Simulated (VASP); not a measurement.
# Mg12CuO12 in VASP: a series of runs

Runs on Mg12CuO12. Level: PBEsol. Tasks: single point.

Everything below comes from runs of VASP 6.6.1. Logs are shortened: lines on timing, memory, paths and dates and some standing lists are left out, and cuts for length are marked.

## 1. The cell of the first run

The cell holds a slab with vacuum, 25 atoms: a = 5.500 Å, b = 5.500 Å, c = 17.613 Å, α = 90.00°, β = 90.00°, γ = 60.00°.

## 2. Single point, PBEsol, collinear spin

INCAR

```
SYSTEM = Mg12CuO12
PREC = Accurate ; ENCUT = 520
EDIFF = 1E-6 ; ISMEAR = -1
SIGMA = 0.05 ; LREAL = Auto
LASPH = .True. ; NELM = 150
ALGO = Normal ; ISIF = 2
LWAVE = .False. ; LCHARG = .True.
ISPIN = 2 ; MAGMOM = 0 0 0 0 0 0 0 0 0 0 0 0 0 0 0 0 0 0 0 0 0 0 0 0 1
LORBIT = 11 ; LMAXMIX = 4
GGA = PS ; LELF = .True.
LVHAR = .True. ; NBANDS = 76
```

KPOINTS

```
Automatic mesh
0
Gamma
  2 2 1
  0 0 0
```

POSCAR

```
Mg12CuO12
1.0
    5.4998770000      0.0000000000      0.0000000000
    2.7499380000      4.7630330000      0.0000000000
    0.0000000000      0.0000000000     17.6132880000
Mg O Cu
12 12 1
Direct
    0.0000000000      0.0000000000      0.0567753165
    0.0000073686      0.4999965358      0.0567753165
    0.4999929998      0.0000000000      0.0567753165
    0.5000003684      0.4999965358      0.0567753165
    0.6211886797      0.6826112689      0.2096655661
    0.6624437103      0.1827826933      0.1941375171
    0.1362601859      0.6660461937      0.2007064212
    0.1495871032      0.1743636880      0.2000932478
    0.2724778565      0.3334639924      0.3673135873
    0.3101304929      0.8192259008      0.3394993598
    0.8202600722      0.2785410053      0.3550785066
    0.8104293358      0.7864316707      0.3337309876
    0.3333313876      0.8333345580      0.1205169642
    0.3333240190      0.3333380222      0.1205169642
    0.8333243875      0.8333345580      0.1205169642
    0.8333352011      0.3333380222      0.1205169642
   -0.0368241914      0.4715482761      0.2701312782
   -0.0089277683     -0.0029812936      0.2578337446
    0.4719424228      0.5056022077      0.2660434554
    0.5109249431      0.0239553243      0.2683315006
    0.6071842026      0.1607169213      0.4203417329
    0.6615577847      0.6305646003      0.4103038570
    0.1323041557      0.1139819942      0.4113314902
    0.0985747014      0.7266168427      0.4091513180
    0.7938858764      0.8386462995      0.4693388310
```

Potentials or basis: VASP PAW PBE potentials, release 64 (Mg, O, Cu).

Launch:

```sh
> cat potpaw_PBE.64/Mg/POTCAR potpaw_PBE.64/O/POTCAR potpaw_PBE.64/Cu/POTCAR > POTCAR
> mpirun -np 1 vasp_std > vasp.out
```

OUTCAR:

```text
SYSTEM = Mg12CuO12
   PREC = Accurate
   ENCUT = 520
   EDIFF = 1E-6
   ISMEAR = -1
   LREAL = Auto
   LASPH = .True.
   NELM = 150
   ISIF = 2
   ISPIN = 2
   LORBIT = 11
   GGA = PS

 ion  position               nearest neighbor table
   1  0.000  0.000  0.057-  13 1.94  16 1.94  15 1.94   3 2.75   4 2.75   2 2.75   2 2.75   4 2.75
                             3 2.75   6 2.91   8 2.96   7 3.00
   2  0.000  0.500  0.057-  14 1.94  16 1.94  15 1.94   3 2.75   4 2.75   1 2.75   1 2.75   4 2.75
                             3 2.75   7 2.92   8 2.96   5 3.24
   3  0.500  0.000  0.057-  13 1.94  15 1.94  14 1.94   2 2.75   1 2.75   4 2.75   4 2.75   1 2.75
                             2 2.75   6 2.93   8 3.03   5 3.10
   4  0.500  0.500  0.057-  14 1.94  16 1.94  13 1.94   2 2.75   1 2.75   3 2.75   3 2.75   1 2.75
                             2 2.75   6 2.85   5 3.06   7 3.07
   5  0.621  0.683  0.210-  19 1.85  20 1.95  17 1.96  13 2.08  16 2.30  15 2.34  12 2.60   8 2.66
                             6 2.66   7 2.72  10 2.73   7 2.79   8 2.86   6 2.88   4 3.06   3 3.10
   6  0.662  0.183  0.194-  18 1.93  20 1.97  19 2.00  16 2.01  14 2.04  15 2.11   5 2.66   8 2.66
                             7 2.73   7 2.79   8 2.85   4 2.85   5 2.88   1 2.91   3 2.93  11 3.09
   7  0.136  0.666  0.201-  18 1.87  19 1.97  15 2.02  14 2.13  17 2.14  13 2.24   8 2.67   5 2.72
                             6 2.73   6 2.79   5 2.79  12 2.82   8 2.83  10 2.90   2 2.92   1 3.00
   8  0.150  0.174  0.200-  17 1.89  18 1.90  16 2.06  20 2.11  13 2.15  14 2.15   5 2.66   6 2.66
                             7 2.67   7 2.83   6 2.85   5 2.86   1 2.96   2 2.96  10 2.98   3 3.03
   9  0.272  0.333  0.367-  21 1.85  23 1.89  24 2.02  17 2.26  20 2.33  19 2.51  12 2.59  11 2.66
                            10 2.77  10 2.82  11 2.88  12 3.04   8 3.24   7 3.34   6 3.58
  10  0.310  0.819  0.339-  23 1.90  24 1.93  19 1.98  22 2.09  18 2.09  20 2.30  11 2.63  12 2.67
                             5 2.73   9 2.77   9 2.82  12 2.84   7 2.90  11 2.91   8 2.98
  11  0.820  0.279  0.355-  23 1.79  22 1.94  21 1.97  18 2.18  17 2.19  19 2.30  10 2.63   9 2.66
                            12 2.76  12 2.79  24 2.80   9 2.88  10 2.91   6 3.09   8 3.17   5 3.20
  12  0.810  0.786  0.334-  17 1.87  20 1.90  24 1.97  22 1.98  18 2.29  21 2.35  25 2.40   9 2.59
                             5 2.60  10 2.67  11 2.76  11 2.79   7 2.82  10 2.84   9 3.04   6 3.11
  13  0.333  0.833  0.121-   3 1.94   1 1.94   4 1.94   5 2.08   8 2.15   7 2.24
  14  0.333  0.333  0.121-   2 1.94   4 1.94   3 1.94   6 2.04   7 2.13   8 2.15
  15  0.833  0.833  0.121-   3 1.94   2 1.94   1 1.94   7 2.02   6 2.11   5 2.34
  16  0.833  0.333  0.121-   2 1.94   4 1.94   1 1.94   6 2.01   8 2.06   5 2.30
  17  0.963  0.472  0.270-  12 1.87   8 1.89   5 1.96   7 2.14  11 2.19   9 2.26
  18  0.991  0.997  0.258-   7 1.87   8 1.90   6 1.93  10 2.09  11 2.18  12 2.29
  19  0.472  0.506  0.266-   5 1.85   7 1.97  10 1.98   6 2.00  11 2.30   9 2.51
  20  0.511  0.024  0.268-  12 1.90   5 1.95   6 1.97   8 2.11  10 2.30   9 2.33
  21  0.607  0.161  0.420-  25 1.77   9 1.85  11 1.97  12 2.35
  22  0.662  0.631  0.410-  25 1.94  11 1.94  12 1.98  10 2.09
  23  0.132  0.114  0.411-  11 1.79   9 1.89  10 1.90
  24  0.099  0.727  0.409-  25 1.81  10 1.93  12 1.97   9 2.02  11 2.80
  25  0.794  0.839  0.469-  21 1.77  24 1.81  22 1.94  12 2.40  11 3.21

  LATTYP: Found a hexagonal cell.
 ALAT       =     5.4998765771
 C/A-ratio  =     3.2024878655

  Lattice vectors:

 A1 = (  -2.7499380000,  -4.7630330000,   0.0000000000)
[... 232 lines left out ...]
      6     -18.1725      1.00000
[... 261 lines left out ...]
     64       6.4238      0.00000
     65       6.6324      0.00000
 Fermi energy:        -0.1540961242

 spin component 2

 k-point     1 :       0.0000    0.0000    0.0000
  band No.  band energies     occupation
      1     -19.9764      1.00000
      2     -18.7648      1.00000
      3     -18.7005      1.00000
      4     -18.5924      1.00000
      5     -18.5068      1.00000
      6     -18.0216      1.00000
[... 261 lines left out ...]
     64       6.4440      0.00000
     65       6.6483      0.00000
 [bands above 65 left out]

------------------------ aborting loop because EDIFF is reached ----------------------------------------

  FORCE on cell =-STRESS in cart. coord.  units (eV):
  Direction    XX          YY          ZZ          XY          YZ          ZX
  --------------------------------------------------------------------------------------
  -------------------------------------------------------------------------------------
  Total       57.7094794     56.9094001      3.7161316     -1.2331247      0.5887175      2.7947079
  in kB      200.3921640    197.6139442     12.9040091     -4.2819401      2.0442808      9.7044292
  external PRESSURE =     136.9700391 kB  Pullay stress =       0.0000000 kB

 VOLUME and BASIS-vectors are now :
 -----------------------------------------------------------------------------
  energy-cutoff  :      520.00
  volume of cell :      461.40
      direct lattice vectors                 reciprocal lattice vectors
     5.499877000  0.000000000  0.000000000     0.181822248 -0.104975109  0.000000000
     2.749938000  4.763033000  0.000000000     0.000000000  0.209950256  0.000000000
     0.000000000  0.000000000 17.613288000     0.000000000  0.000000000  0.056775316

 POSITION                                       TOTAL-FORCE (eV/Angst)
 -----------------------------------------------------------------------------------
      0.00000      0.00000      1.00000         0.065341     -0.087854     -0.860589
      1.37500      2.38150      1.00000        -0.134339      0.080161     -0.751841
      2.74990      0.00000      1.00000        -0.032558     -0.149060     -0.716018
      4.12490      2.38150      1.00000         0.057336      0.177300     -0.831322
      5.29360      3.25130      3.69290         1.327255      0.059645     -1.864983
      4.14600      0.87060      3.41940        -0.837504     -0.362470      0.865128
[... 17 lines left out ...]
      2.54030      3.46090      7.20650        -0.125941     -1.965461     -0.101275
      6.67250      3.99450      8.26660        -0.977956     -0.654421      0.369131
 -----------------------------------------------------------------------------------
    total drift:                               -0.008330     -0.000668      0.010680

  FREE ENERGIE OF THE ION-ELECTRON SYSTEM (eV)
  ---------------------------------------------------
  free  energy   TOTEN  =      -130.1476326715 eV

  energy  without entropy=     -130.0653412179  energy(sigma->0) =     -130.10648694

 total charge

# of ion       s       p       d       tot
------------------------------------------
    1        0.211   0.210   0.076   0.497
    2        0.209   0.208   0.076   0.493
    3        0.209   0.209   0.076   0.494
    4        0.210   0.209   0.076   0.494
    5        0.187   0.237   0.113   0.538
    6        0.176   0.234   0.114   0.525
[... 17 lines left out ...]
   24        1.571   3.453   0.000   5.025
   25        0.396   0.440   9.144   9.980
--------------------------------------------------
tot         21.369  45.711  10.328  77.409

 magnetization (x)

# of ion       s       p       d       tot
------------------------------------------
    1        0.000   0.000   0.000   0.001
    2        0.000   0.000   0.000   0.001
    3        0.000   0.000   0.000   0.001
    4        0.000   0.000   0.000   0.001
    5       -0.000   0.000   0.000   0.000
    6       -0.000  -0.000   0.000  -0.000
[... 17 lines left out ...]
   24        0.001   0.077   0.000   0.078
   25       -0.004   0.032   0.427   0.455
--------------------------------------------------
tot          0.002   0.540   0.432   0.974
```

stdout:

```text
POSCAR found type information on POSCAR MgO Cu
 POSCAR found :  3 types and      25 ions
 scaLAPACK will be used
 -----------------------------------------------------------------------------
|                                                                             |
|                                                                             |
|     You enforced a specific xc type in the INCAR file but a different       |
|     I HOPE YOU KNOW WHAT YOU ARE DOING!                                     |
|                                                                             |
 -----------------------------------------------------------------------------

 LDA part: xc-table for (Slater+PW92), standard interpolation
 POSCAR, INCAR and KPOINTS ok, starting setup
 FFT: planning ... GRIDC
 FFT: planning ... GRID_SOFT
 FFT: planning ... GRID
 WAVECAR not read
 entering main loop
```

It took 10 min on 1 thread of Intel Xeon 6975P-C (Granite Rapids), shared host; peak memory 0.83 GiB.

Results:

| Property | Result |
| --- | --- |
| Free energy | -130.1476 eV |
| Largest force | 2.762 eV/Å |
| Net moment | 1.09 μB per cell |
| Site moments | Mg +0.00, -0.00, +0.01 (each value once); O +0.00, -0.00, +0.20, +0.22, +0.01, +0.08 (each value once); Cu +0.46 μB |
| Valence electrons inside the program's atomic spheres | Mg 0.50, 0.49, 0.54, 0.53, 0.51, 0.52, 0.48, 0.58 (each value once); O 5.14, 5.16, 5.15, 5.17, 5.12, 5.03, 4.98 (each value once); Cu 9.98 |

Forces in eV/Å, atoms in the order of the input:
```
Mg   0.065 -0.088 -0.861
Mg  -0.134  0.080 -0.752
Mg  -0.033 -0.149 -0.716
Mg   0.057  0.177 -0.831
Mg   1.327  0.060 -1.865
Mg  -0.838 -0.362  0.865
Mg   0.201 -0.861 -0.300
Mg   0.997 -0.463 -0.206
Mg   0.427 -0.048 -0.695
Mg   0.770 -0.193  0.250
Mg  -2.016  1.203 -1.456
Mg   0.500  1.960  0.247
O   -0.090  0.060  1.122
O   -0.355  0.173  1.087
O   -0.342 -0.019  0.798
O   -0.040  0.317  0.757
O    1.613  0.806 -0.379
O   -0.188 -0.501  1.487
O   -0.773 -0.250  0.687
O   -2.630 -0.593 -0.581
O    0.741  0.335 -0.025
O    0.049  0.732  0.176
O    1.797  0.245  0.922
O   -0.126 -1.965 -0.101
Cu  -0.978 -0.654  0.369
```

Levels at points of the mesh, in eV from the Fermi level:
Spin up:
```
           k point  band 52  band 53  band 54  band 55  band 56  band 57
(0.00, 0.00, 0.00)    -0.34    -0.11     0.32     2.63     2.66     2.71
(0.50, 0.00, 0.00)    -0.18    -0.16    -0.15     0.07     2.19     2.19
(0.50, 0.50, 0.00)    -0.33    -0.19    -0.16    -0.15     2.19     2.20
(0.00, 0.50, 0.00)    -0.42    -0.17    -0.14     0.02     2.18     2.20
```
Spin down:
| k point | band 50 | band 51 | band 52 | band 53 | band 54 | band 55 | band 56 | band 57 |
| --- | --- | --- | --- | --- | --- | --- | --- | --- |
| (0.00, 0.00, 0.00) | -0.95 | -0.24 | 0.02 | 0.45 | 0.68 | 2.64 | 2.67 | 2.72 |
| (0.50, 0.00, 0.00) | -0.93 | -0.19 | -0.14 | -0.13 | -0.06 | 0.51 | 2.20 | 2.21 |
| (0.50, 0.50, 0.00) | -0.63 | -0.30 | -0.15 | -0.14 | 0.06 | 0.49 | 2.20 | 2.21 |
| (0.00, 0.50, 0.00) | -0.71 | -0.25 | -0.18 | -0.14 | -0.07 | 0.42 | 2.19 | 2.21 |

Caveat: the k points lie up to 0.66 Å⁻¹ apart; a moment this small can come from the mesh or the smearing; the atoms stand as in a frame of molecular dynamics; there is no dipole correction, which matters where the two faces differ; the PAW data sets were made with another functional, which shifts forces and pressure a little; semilocal functionals often make such compounds metallic where correlation or magnetic order opens a gap, which also shifts bond lengths. With open d or f shells a metallic result of PBEsol can be an artefact of self-interaction; +U or a hybrid may open a gap.

## 3. Single point, PBEsol, collinear spin

INCAR

```
SYSTEM = Mg12CuO12
  ALGO = Normal
  EDIFF = 1E-7
  ENCUT = 520
  GGA = PS
  ISIF = 2
  ISMEAR = -1
  ISPIN = 2
  LASPH = .TRUE.
  LCHARG = .FALSE.
  LMAXMIX = 4
  LORBIT = 11
  LREAL = Auto
  LWAVE = .FALSE.
  MAGMOM = 0 0 0 0 0 0 0 0 0 0 0 0 0 0 0 0 0 0 0 0 0 0 0 0 1
  NBANDS = 76
  NELM = 150
  PREC = Accurate
  SIGMA = 0.05
```

KPOINTS

```
k-points
0
G
  2 2 1
  0 0 0
```

POSCAR

```
Mg12CuO12
1.0
    5.4998770000      0.0000000000      0.0000000000
    2.7499380000      4.7630330000      0.0000000000
    0.0000000000      0.0000000000     17.6132880000
Mg O Cu
12 12 1
Direct
    0.0000000000      0.0000000000      0.0567753165
    0.0000073686      0.4999965358      0.0567753165
    0.4999929998      0.0000000000      0.0567753165
    0.5000003684      0.4999965358      0.0567753165
    0.6577346316      0.6381018145      0.1939274484
    0.6397609899      0.1517100553      0.2100686709
    0.1761449202      0.6851516670      0.2087003858
    0.1648999830      0.1574836874      0.2085357373
    0.3500798897      0.3080810064      0.3490432905
    0.3073435387      0.8197087864      0.3663767946
    0.8292388810      0.3855316560      0.3476011975
    0.8223823886      0.8422364489      0.3464656911
    0.3333313876      0.8333345580      0.1205169642
    0.3333240190      0.3333380222      0.1205169642
    0.8333243875      0.8333345580      0.1205169642
    0.8333352011      0.3333380222      0.1205169642
    0.0055293552      0.4919344460      0.2663102994
   -0.0014932714      0.0100776123      0.2707898718
    0.4963693611      0.4928582271      0.2756668715
    0.5187264548     -0.0477216933      0.2668894076
    0.6761962833      0.1662596081      0.4097133937
    0.6548892245      0.6869572392      0.4101051433
    0.1287694914      0.1847982158      0.4129722968
    0.1571770411      0.6311944511      0.4178379414
    0.8528197745      0.7656885854      0.4835042725
```

Potentials or basis: VASP PAW PBE potentials, release 64 (Mg, O, Cu).

Launch:

```sh
> cat potpaw_PBE.64/Mg/POTCAR potpaw_PBE.64/O/POTCAR potpaw_PBE.64/Cu/POTCAR > POTCAR
> mpirun -np 1 vasp_std > vasp.out
```

Run time: 17 min. Hardware: 1 thread of Intel Xeon 6975P-C (Granite Rapids), shared host; peak memory 0.83 GiB.

Results (log left out):

```
Free energy                                           : -129.9894 eV
Largest force                                         : 3.478 eV/Å
Net moment                                            : 1.07 μB per cell
Site moments                                          : Mg +0.00, -0.00, +0.01 (each value once); O +0.00, +0.01, +0.04, +0.17, -0.10, +0.27 (each value once); Cu +0.47 μB
Valence electrons inside the program's atomic spheres : Mg 0.49, 0.50, 0.51, 0.53, 0.52, 0.57, 0.55 (each value once); O 5.16, 5.12, 5.15, 5.14, 5.13, 4.96, 5.11, 5.03 (each value once); Cu 9.79
```

Forces on the atoms (eV/Å):
```
Mg  -0.112  0.040 -0.273
Mg   0.178 -0.014 -0.285
Mg   0.076  0.126 -0.430
Mg  -0.200 -0.193 -0.662
Mg   1.863  0.537  1.325
Mg   2.014  0.323 -1.284
Mg  -2.062 -1.065 -0.701
Mg   0.531  0.554 -1.247
Mg  -1.153  0.224 -0.018
Mg   0.445  1.436 -1.001
Mg  -1.717 -2.836 -1.053
Mg   0.959  0.014 -2.038
O   -0.223 -0.078  1.332
O    0.119 -0.066  1.324
O   -0.065  0.008  0.913
O   -0.175 -0.460  0.736
O    0.592  0.809 -0.036
O   -1.291 -0.523  0.504
O   -0.065 -0.204 -0.678
O   -0.857  1.143  0.462
O    0.529 -0.321  1.093
O    0.383  0.735  2.154
O    0.977 -0.730  0.421
O   -0.699  0.183  0.643
Cu  -0.046  0.357 -1.201
```

Levels at points of the mesh, in eV from the Fermi level:
Spin up:
```csv
k point,band 51,band 52,band 53,band 54,band 55,band 56,band 57,band 58
"(0.00, 0.00, 0.00)",-0.48,-0.41,-0.04,0.47,2.21,2.65,2.67,2.71
"(0.50, 0.00, 0.00)",-0.69,-0.35,-0.19,-0.15,-0.06,2.17,2.19,2.67
"(0.50, 0.50, 0.00)",-0.57,-0.25,-0.19,-0.14,-0.10,2.18,2.18,2.67
"(0.00, 0.50, 0.00)",-0.56,-0.41,-0.17,-0.17,0.36,2.18,2.18,2.67
```
Spin down:
```
           k point  band 50  band 51  band 52  band 53  band 54  band 55  band 56  band 57
(0.00, 0.00, 0.00)    -0.54    -0.18    -0.04     0.33     0.54     2.37     2.70     2.72
(0.50, 0.00, 0.00)    -0.64    -0.18    -0.11    -0.06     0.04     0.25     2.24     2.25
(0.50, 0.50, 0.00)    -0.52    -0.26    -0.15    -0.11    -0.06     0.33     2.24     2.25
(0.00, 0.50, 0.00)    -0.75    -0.35    -0.11    -0.10    -0.07     0.41     2.24     2.25
```

Caveat: the k points lie up to 0.66 Å⁻¹ apart; a moment this small can come from the mesh or the smearing; the atoms stand as in a frame of molecular dynamics; there is no dipole correction, which matters where the two faces differ; the PAW data sets were made with another functional, which shifts forces and pressure a little; semilocal functionals often make such compounds metallic where correlation or magnetic order opens a gap, which also shifts bond lengths.
